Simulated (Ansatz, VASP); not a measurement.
HfO2 in VASP and in Ansatz

File INCAR:

```
SYSTEM = HfO2
ALGO = Normal
EDIFF = 1E-6
ENCUT = 520
GGA = PS
ISIF = 2
ISMEAR = 0
LASPH = .True.
LCHARG = .True.
LELF = .True.
LREAL = .False.
LVHAR = .True.
LWAVE = .False.
NBANDS = 31
NELM = 100
PREC = Accurate
SIGMA = 0.05
```

Contents of KPOINTS:

```
k-points
0
Gamma
  6 6 8
  0 0 0
```

File POSCAR:

```
HfO2
1.0
    4.7100139200      0.0000000000      0.0000000000
    0.0000000000      4.7100139200      0.0000000000
    0.0000000000      0.0000000000      3.1299283247
Hf O
2 4
Direct
    0.0000000000      0.0000000000      0.0000000000
    0.5000000000      0.5000000000      0.5000000000
    0.1949828631      0.8050171369      0.5000000000
    0.3050171369      0.3050171369      0.0000000000
    0.6949828631      0.6949828631      0.0000000000
    0.8050171369      0.1949828631      0.5000000000
```

Input for Ansatz:

```yaml
crystal:
  lattice:
    - [4.71001392, 0.0, 0.0]
    - [0.0, 4.71001392, 0.0]
    - [0.0, 0.0, 3.1299283247]
  atoms:
    - { symbol: Hf, position: [0.0, 0.0, 0.0] }
    - { symbol: Hf, position: [0.5, 0.5, 0.5] }
    - { symbol: O, position: [0.1949828631, 0.8050171369, 0.5] }
    - { symbol: O, position: [0.3050171369, 0.3050171369, 0.0] }
    - { symbol: O, position: [0.6949828631, 0.6949828631, 0.0] }
    - { symbol: O, position: [0.8050171369, 0.1949828631, 0.5] }
basis:
  ecutwfc: 520.0
kpoints:
  mp_grid: { grid: [6, 6, 8] }
hamiltonian:
  xc: pbesol
  pseudopotentials: { kind: paw, azcp: { folder: soft_1 } }
scf:
  occupations: { method: gaussian, width: 0.05 }
output:
  forces: true
  stress: true
  eigenvalues: true
```

Change from the starting cell: mode 16 frozen in at +0.000 Å, equal normal strain along x, y and z -0.0250.

Alike in both runs: task single point; functional PBEsol; k mesh 6 × 6 × 8; occupations gaussian, width 0.05 eV; no spin polarisation.

|  | VASP | Ansatz |
| --- | --- | --- |
| version | VASP 6.6.1 | Ansatz 0.2.0 |
| potentials or method | VASP PAW PBE potentials, release 64 (Hf_pv, O), cutoff 520 eV | scalar-relativistic, plane waves, PAW |
| valence electrons in the cell | 44 | 76 |

|  | VASP | Ansatz | Ansatz less VASP |
| --- | --- | --- | --- |
| gap on the k mesh at the Fermi level (eV) | 4.12 | 4.18 | +0.055 |
| least direct gap on the mesh (eV) | 4.12 | 4.18 | +0.055 |
| pressure (GPa) | 17.3 | 20.4 | +3.05 |
| traceless stress, the component that is largest in VASP (GPa) | 3.31 | 3.73 | +0.423 |
| rms of the force components (eV/Å) | 0.105 | 0.130 | +0.0249 |

VASP's potentials were made for PBE, not for PBEsol, and Ansatz warns of the same on its side. Atom by atom the forces differ by 0.025 eV/Å (rms over components). With one functional, cell and mesh, what is left measures potentials, basis and numerics. VASP's potentials hold 44 valence electrons a cell and Ansatz's 76, so a difference there can come from the potentials and not from the codes.

Spin-orbit coupling is off throughout.
